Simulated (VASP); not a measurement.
# CdSiN2 (P-4m2) in VASP: settings compared, part 2 of 2

VASP 6.6.1. Earlier steps stand in the parts before.

## (3) Relaxation of cell and atoms, PBEsol

This run uses another cell than the first one, of 12.05 Å³/atom, 1.025 times its volume.

Input file INCAR:

```
PREC = Accurate ; ENCUT = 600
EDIFF = 1E-6 ; ISMEAR = -1
SIGMA = 0.02 ; LREAL = False
LASPH = True ; NELM = 60
ALGO = Normal ; ISIF = 3
LWAVE = False ; LCHARG = False
GGA = PS ; IBRION = 2
NSW = 80 ; EDIFFG = -0.005
```

Input file KPOINTS:

```
regular mesh
0
Gamma
  8 8 4
```

Input file POSCAR:

```
CdSiN2
1.0
    3.0629606225      0.0000000000      0.0000000000
    0.0000000000      3.0629606225      0.0000000000
    0.0000000000      0.0000000000      5.1381725337
Cd N Si
1 2 1
Direct
    0.0000000000      0.0000000000      0.0000000000
    0.0000000000      0.5000000000      0.3198118653
    0.5000000000      0.0000000000      0.6801881347
    0.5000000000      0.5000000000      0.5000000000
```

Potentials or basis: VASP PAW PBE potentials, release 64 (Cd, N, Si).

On the command line:

```sh
$ cat potpaw_PBE.64/Cd/POTCAR potpaw_PBE.64/N/POTCAR potpaw_PBE.64/Si/POTCAR > POTCAR
$ mpirun -np 1 vasp_std > vasp.out
```

OUTCAR:

```text
PREC = Accurate
   ENCUT = 600
   EDIFF = 1E-6
   ISMEAR = -1
   LREAL = False
   LASPH = True
   NELM = 60
   ISIF = 3
   GGA = PS
   IBRION = 2
   NSW = 80
   EDIFFG = -0.005

 ion  position               nearest neighbor table
   1  0.000  0.000  0.000-   2 2.25   3 2.25   2 2.25   3 2.25   4 3.36   4 3.36   4 3.36   4 3.36
                             4 3.36   4 3.36   4 3.36   4 3.36
   2  0.000  0.500  0.320-   4 1.79   4 1.79   1 2.25   1 2.25
   3  0.500  0.000  0.680-   4 1.79   4 1.79   1 2.25   1 2.25
   4  0.500  0.500  0.500-   2 1.79   3 1.79   3 1.79   2 1.79   1 3.36   1 3.36   1 3.36   1 3.36
                             1 3.36   1 3.36   1 3.36   1 3.36

  LATTYP: Found a simple tetragonal cell.
 ALAT       =     3.0629606225
 C/A-ratio  =     1.6775183122

  Lattice vectors:

 A1 = (   3.0629606225,   0.0000000000,   0.0000000000)
 A2 = (   0.0000000000,   3.0629606225,   0.0000000000)
 A3 = (   0.0000000000,   0.0000000000,   5.1381725337)

Analysis of symmetry for initial positions (statically):
=====================================================================
 Subroutine PRICEL returns:
 Original cell was already a primitive cell.
[... 177 lines left out ...]

  FORCE on cell =-STRESS in cart. coord.  units (eV):
  Direction    XX          YY          ZZ          XY          YZ          ZX
  --------------------------------------------------------------------------------------
  -------------------------------------------------------------------------------------
  Total       -1.2688637     -1.2688637     -1.5031565      0.0000000      0.0000000      0.0000000
  in kB      -42.1729550    -42.1729550    -49.9600955      0.0000000      0.0000000      0.0000000
  external PRESSURE =     -44.7686685 kB  Pullay stress =       0.0000000 kB
[... 291 lines left out ...]
--------------------------------------- Ionic step        9  -------------------------------------------

 number of electron      25.9999996 magnetization

 Free energy of the ion-electron system (eV)
  ---------------------------------------------------
  ext. energy  EPLUGINS =         0.00000000
  ---------------------------------------------------
  free energy    TOTEN  =       -26.11861539 eV

  energy without entropy =      -26.11861539  energy(sigma->0) =      -26.11861539

 E-fermi :   5.5166     XC(G=0): -11.6601

 val. band max:        5.1120388807   @ k =   0.5000   0.0000   0.5000
 cond. band min:       6.2783015561   @ k =   0.0000   0.0000   0.0000
 fundamental gap:      1.1662626753
 Fermi energy:         5.5166244168

 k-point     1 :       0.0000    0.0000    0.0000
  band No.  band energies     occupation
      1     -11.8441      2.00000
      2      -8.8363      2.00000
      3      -3.3710      2.00000
      4      -3.0857      2.00000
      5      -2.4952      2.00000
      6      -2.4952      2.00000
[... 457 lines left out ...]
      4      -3.1158      2.00000
      5      -2.6623      2.00000
      6      -2.5287      2.00000
[... 9 lines left out ...]
     16      11.4423      0.00000
     17      13.5952      0.00000

 [... further k-points ...]
[... 5 lines left out ...]
  --------------------------------------------------------------------------------------
  -------------------------------------------------------------------------------------
  Total       -0.0044381     -0.0044381     -0.0121538      0.0000000      0.0000000      0.0000000
  in kB       -0.1512139     -0.1512139     -0.4141008      0.0000000      0.0000000      0.0000000
  external PRESSURE =      -0.2388428 kB  Pullay stress =       0.0000000 kB
[... 19 lines left out ...]
  FREE ENERGIE OF THE ION-ELECTRON SYSTEM (eV)
  ---------------------------------------------------
  free  energy   TOTEN  =       -26.1186153889 eV

  energy  without entropy=      -26.1186153889  energy(sigma->0) =      -26.11861539

 reached required accuracy - stopping structural energy minimisation
```

OSZICAR:

```text
N       E                     dE             d eps       ncg     rms          rms(c)
DAV:   1     0.176231400170E+03    0.17623E+03   -0.15321E+04  1554   0.167E+03
DAV:   2    -0.201612430858E+02   -0.19639E+03   -0.19025E+03  1750   0.372E+02
DAV:   3    -0.305918292635E+02   -0.10431E+02   -0.10396E+02  1898   0.943E+01
[... 61 lines left out ...]
       N       E                     dE             d eps       ncg     rms          rms(c)
DAV:   1    -0.261186410856E+02   -0.29321E-04   -0.57097E-04  1759   0.322E-01    0.366E-02
DAV:   2    -0.261186167156E+02    0.24370E-04   -0.73215E-05  1771   0.136E-01    0.153E-02
DAV:   3    -0.261186151869E+02    0.15287E-05   -0.54640E-06  1383   0.321E-02    0.132E-02
DAV:   4    -0.261186153889E+02   -0.20197E-06   -0.94345E-07   794   0.964E-03
   9 F= -.26118615E+02 E0= -.26118615E+02  d E =-.742931E-05
```

Run time: 50 s. Hardware: 1 thread of Intel Xeon 6975P-C (Granite Rapids), shared host; peak memory 0.2 GiB.

Results:

- Free energy: -26.1186 eV
- Relaxed volume: 11.76 Å³/atom
- Relaxed cell: a = 3.040 Å, b = 3.040 Å, c = 5.087 Å, α = 90.00°, β = 90.00°, γ = 90.00°
- Space group after relaxing (to 0.05 Å): P-4m2 (No. 115)
- Energy gained by relaxing: 4.3 meV/atom
- Ionic steps: 9
- Pressure after relaxing: 0.0 GPa
- Band gap on the k mesh: 1.17 eV, indirect (least direct gap 1.19 eV)

Forces in eV/Å, atoms in the order of the input:
```
Cd   0.000  0.000  0.000
N    0.000  0.000  0.002
N    0.000  0.000 -0.002
Si   0.000  0.000  0.000
```

The path:
| step | energy change (eV) | largest force (eV/Å) | pressure (GPa) | volume (Å³) |
| --- | --- | --- | --- | --- |
| 1 | 0.0000 | 0.0422 | -4.48 | 48.20 |
| 2 | 0.0008 | 0.1688 | 5.08 | 45.89 |
| 3 | -0.0168 | 0.1032 | -0.07 | 47.04 |
| 4 | -0.0168 | 0.1056 | 0.10 | 47.02 |
| 5 | -0.0172 | 0.0135 | 0.10 | 47.00 |
| 6 | -0.0172 | 0.0017 | 0.10 | 47.00 |
| 7 | -0.0172 | 0.0004 | 0.10 | 47.00 |
| 8 | -0.0172 | 0.0030 | -0.07 | 47.04 |
| 9 | -0.0173 | 0.0022 | -0.02 | 47.02 |

Final structure:
```
Cd N Si
1.0
     3.04027    0.00000    0.00000
     0.00000    3.04027    0.00000
     0.00000    0.00000    5.08737
Cd N Si
1 2 1
Direct
  0.00000 0.00000 0.00000
  0.00000 0.50000 0.31879
  0.50000 0.00000 0.68121
  0.50000 0.50000 0.50000
```

Caveat: the PAW data sets were made with another functional, which shifts forces and pressure a little. A hybrid or GW would open this gap; PBEsol tends to underestimate it.

## (4) Relaxation of cell and atoms, LDA

This run uses another cell than the first one, of 12.05 Å³/atom, 1.025 times its volume.

Input file INCAR:

```
SYSTEM = CdSiN2
ALGO = Normal
EDIFF = 1E-6
EDIFFG = -0.005
ENCUT = 600
GGA = CA
IBRION = 2
ISIF = 3
ISMEAR = -1
LASPH = .TRUE.
LCHARG = .FALSE.
LREAL = .FALSE.
LWAVE = .FALSE.
NELM = 100
NSW = 80
PREC = Accurate
SIGMA = 0.02
```

Input file KPOINTS:

```
k-points
0
G
  8 8 4
  0 0 0
```

POSCAR is that of step 3.

Potentials or basis: VASP PAW LDA potentials, release 64 (Cd, N, Si).

On the command line:

```sh
$ cat potpaw_LDA.64/Cd/POTCAR potpaw_LDA.64/N/POTCAR potpaw_LDA.64/Si/POTCAR > POTCAR
$ mpirun -np 1 vasp_std > vasp.out
```

Wall time 48 s (1 thread of Intel Xeon 6975P-C (Granite Rapids), shared host); peak memory 0.18 GiB.

Results (log left out):

```
Free energy                            : -27.8445 eV
Relaxed volume                         : 11.48 Å³/atom
Relaxed cell                           : a = 3.018 Å, b = 3.018 Å, c = 5.041 Å, α = 90.00°, β = 90.00°, γ = 90.00°
Space group after relaxing (to 0.05 Å) : P-4m2 (No. 115)
Energy gained by relaxing              : 16.8 meV/atom
Ionic steps                            : 9
Pressure after relaxing                : 0.0 GPa
Largest force after relaxing           : 0.005 eV/Å
Band gap on the k mesh                 : 1.37 eV, indirect (least direct gap 1.39 eV)
```

Forces in eV/Å, atoms in the order of the input:
```
Cd   0.000  0.000  0.000
N    0.000  0.000  0.005
N    0.000  0.000 -0.005
Si   0.000  0.000  0.000
```

Step by step:
| step | energy change (eV) | largest force (eV/Å) | pressure (GPa) | volume (Å³) |
| --- | --- | --- | --- | --- |
| 1 | 0.0000 | 0.0164 | -8.91 | 48.20 |
| 2 | 0.0137 | 0.3613 | 11.77 | 43.68 |
| 3 | -0.0658 | 0.1759 | -0.06 | 45.97 |
| 4 | -0.0658 | 0.1790 | 0.14 | 45.92 |
| 5 | -0.0671 | 0.0276 | 0.12 | 45.89 |
| 6 | -0.0671 | 0.0008 | 0.12 | 45.89 |
| 7 | -0.0671 | 0.0028 | 0.12 | 45.89 |
| 8 | -0.0671 | 0.0050 | -0.10 | 45.94 |
| 9 | -0.0671 | 0.0047 | -0.03 | 45.92 |

Final structure:
```
Cd N Si
1.0
     3.01824    0.00000    0.00000
     0.00000    3.01824    0.00000
     0.00000    0.00000    5.04072
Cd N Si
1 2 1
Direct
  0.00000 0.00000 0.00000
  0.00000 0.50000 0.31839
  0.50000 0.00000 0.68161
  0.50000 0.50000 0.50000
```

Levels at points of the mesh, in eV from the valence-band top:
```
           k point  band 11  band 12  band 13  band 14  band 15  band 16
(0.00, 0.00, 0.00)    -2.57    -0.02    -0.02     1.37     4.36     6.32
(0.50, 0.00, 0.00)    -3.24    -3.18    -0.12     4.13     5.41     5.48
(0.50, 0.50, 0.00)    -2.51    -2.51    -1.77     2.81     2.81     6.64
(0.00, 0.00, 0.50)    -3.64    -0.51    -0.51     3.82     4.01     4.38
(0.50, 0.00, 0.50)    -1.90    -1.43     0.00     3.33     4.10     6.21
(0.50, 0.50, 0.50)    -3.52    -3.52    -1.91     5.55     5.55     7.61
```

A k mesh can miss the band edges. LDA gaps usually lie below the measured ones, often by a third to a half.

## (5) Single point, PBE

This run uses another cell than the first one, of 12.05 Å³/atom, 1.025 times its volume.

Input file INCAR:

```
SYSTEM = CdSiN2
ALGO = Normal ; EDIFF = 1E-7
ENCUT = 520 ; GGA = PE
ISIF = 2 ; ISMEAR = -1
LASPH = .TRUE. ; LCHARG = .FALSE.
LREAL = .FALSE. ; LWAVE = .FALSE.
NBANDS = 21 ; NELM = 100
PREC = Accurate ; SIGMA = 0.02
```

Input file KPOINTS:

```
k-points
0
G
  8 8 6
  0 0 0
```

POSCAR is that of step 4.

Potentials or basis: VASP PAW PBE potentials, release 64 (Cd, N, Si).

On the command line:

```sh
$ cat potpaw_PBE.64/Cd/POTCAR potpaw_PBE.64/N/POTCAR potpaw_PBE.64/Si/POTCAR > POTCAR
$ mpirun -np 1 vasp_std > vasp.out
```

Wall time 18 s (1 thread of Intel Xeon 6975P-C (Granite Rapids), shared host); peak memory 0.19 GiB.

It converged, with:

```
Free energy            : -24.3078 eV
Pressure               : 0.7 GPa
Largest force          : 0.106 eV/Å
Band gap on the k mesh : 1.05 eV, indirect (least direct gap 1.09 eV)
```

Forces in eV/Å, atoms in the order of the input:
```
Cd   0.000  0.000  0.000
N    0.000  0.000  0.106
N    0.000  0.000 -0.106
Si   0.000  0.000  0.000
```

Stress tensor (GPa, compression positive):
```
0.50 0.00 0.00
0.00 0.50 0.00
0.00 0.00 1.02
```

Levels at points of the mesh, in eV from the valence-band top:
| k point | band 10 | band 11 | band 12 | band 13 | band 14 | band 15 | band 16 | band 17 |
| --- | --- | --- | --- | --- | --- | --- | --- | --- |
| (0.00, 0.00, 0.00) | -3.91 | -2.43 | -0.04 | -0.04 | 1.05 | 4.24 | 6.09 | 10.58 |
| (0.50, 0.00, 0.00) | -3.19 | -3.19 | -3.05 | -0.10 | 4.06 | 5.17 | 5.17 | 9.23 |
| (0.50, 0.50, 0.00) | -3.71 | -2.47 | -2.47 | -1.60 | 2.89 | 2.89 | 6.44 | 7.16 |
| (0.00, 0.00, 0.50) | -3.58 | -3.58 | -0.45 | -0.45 | 3.60 | 4.00 | 4.01 | 8.05 |
| (0.50, 0.00, 0.50) | -3.21 | -1.84 | -1.35 | 0.00 | 3.14 | 3.88 | 6.03 | 8.86 |
| (0.50, 0.50, 0.50) | -4.09 | -3.34 | -3.34 | -1.82 | 5.50 | 5.50 | 7.43 | 7.43 |

A k mesh can miss the band edges.

## (6) The runs side by side

```tsv
task	level	potentials or basis	cell	k mesh	cutoff (eV)	smearing	gap on the mesh (eV)	pressure (GPa)	relaxed volume (Å³/atom)	largest force (eV/Å)
single point	r2SCAN	VASP PAW PBE potentials, release 64 (Cd, N, Si)	a = 3.034, b = 3.034, c = 5.110 Å, 4 atoms	8 × 8 × 6	520	gaussian 0.01 eV	1.55	0.9	-	0.12
relaxation of cell and atoms	PBEsol	VASP PAW PBE potentials, release 64 (Cd, N, Si)	relaxed from a = 3.063, b = 3.063, c = 5.138 Å, 4 atoms	8 × 8 × 4	600	fermi-dirac 0.02 eV	1.17	0.0	11.76	-
relaxation of cell and atoms	LDA	VASP PAW LDA potentials, release 64 (Cd, N, Si)	relaxed from a = 3.063, b = 3.063, c = 5.138 Å, 4 atoms	8 × 8 × 4	600	fermi-dirac 0.02 eV	1.37	0.0	11.48	-
single point	PBE	VASP PAW PBE potentials, release 64 (Cd, N, Si)	a = 3.063, b = 3.063, c = 5.138 Å, 4 atoms	8 × 8 × 6	520	fermi-dirac 0.02 eV	1.05	0.7	-	0.11
```

Alike in all rows: no spin polarisation.

Caveats: the PAW data sets were made with another functional, which shifts forces and pressure a little (some runs).

Absolute energies hang on the potentials; compare differences alone.
